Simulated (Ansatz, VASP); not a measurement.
AlP: VASP beside Ansatz

The input POSCAR:

```
AlP
1.0
    0.0000000000      2.7345801054      2.7345801054
    2.7345801054      0.0000000000      2.7345801054
    2.7345801054      2.7345801054      0.0000000000
Al P
1 1
Direct
    0.0000000000      0.0000000000      0.0000000000
    0.2500000000      0.2500000000      0.2500000000
```

File INCAR.step1:

```
PREC = Accurate
ENCUT = 550
ISMEAR = 0
SIGMA = 0.02
LREAL = False
LASPH = True
NELM = 120
NBANDS = 11
GGA = PE
ALGO = Normal
EDIFF = 1E-5
LWAVE = True
LCHARG = False
GGA_COMPAT = False
```

INCAR.step2

```
PREC = Accurate
ENCUT = 550
EDIFF = 1E-6
ISMEAR = 0
SIGMA = 0.02
LREAL = False
LASPH = True
NELM = 120
ALGO = Normal
ISIF = 2
LWAVE = False
LCHARG = True
METAGGA = R2SCAN
LMIXTAU = True
LUSE_VDW = True
IVDW_NL = 2
BPARAM = 11.95
CPARAM = 0.0093
LELF = True
LVHAR = True
NBANDS = 11
ISTART = 1
GGA_COMPAT = False
```

Contents of KPOINTS:

```
regular mesh
0
Gamma
  8 8 8
```

Input for Ansatz:

```yaml
crystal:
  lattice:
    - [0.0, 2.7345801114, 2.7345801114]
    - [2.7345801114, 0.0, 2.7345801114]
    - [2.7345801114, 2.7345801114, 0.0]
  atoms:
    - { symbol: Al, position: [0.0, 0.0, 0.0] }
    - { symbol: P, position: [0.25, 0.25, 0.25] }
basis:
  ecutwfc: 500
kpoints:
  mp_grid: { grid: [8, 8, 8] }
  band_path:
    path:
      - [[0.0, 0.0, 0.0], [-0.5, -0.5, 0.0], [-0.375, -0.375, 0.25]]
      - [[-0.375, 0.0, 0.375], [0.0, 0.0, 0.0], [0.0, 0.0, 0.5], [-0.5, -0.25, 0.25], [-0.5, -0.5, 0.0]]
    npoints: 10
hamiltonian:
  xc: r2scan
  dispersion: rvv10
  pseudopotentials: { kind: paw, azcp: { folder: soft_1 } }
scf:
  occupations: { method: gaussian, width: 0.02 }
  n_extra_bands: 7
output:
  forces: true
  stress: true
  eigenvalues: true
  write_density: true
  write_potential: true
  elf: true
  volumetric_format: npy
```

Alike in both runs: task single point; functional r2SCAN; dispersion rVV10; k mesh 8 × 8 × 8; occupations gaussian, width 0.02 eV; no spin polarisation.

|  | VASP | Ansatz |
| --- | --- | --- |
| version | VASP 6.6.1 | Ansatz 0.2.0 |
| potentials or method | VASP PAW PBE potentials, release 64 (Al, P), cutoff 550 eV | scalar-relativistic, plane waves, PAW |
| valence electrons in the cell | 8 | 8 |

```tsv
	VASP	Ansatz	Ansatz less VASP
gap on the k mesh at the Fermi level (eV)	1.87	1.87	-0.002
least direct gap on the mesh (eV)	3.92	3.92	-0.006
pressure (GPa)	-0.3	0.0	+0.27
```

VASP's potentials were made for PBE, not for r2SCAN.
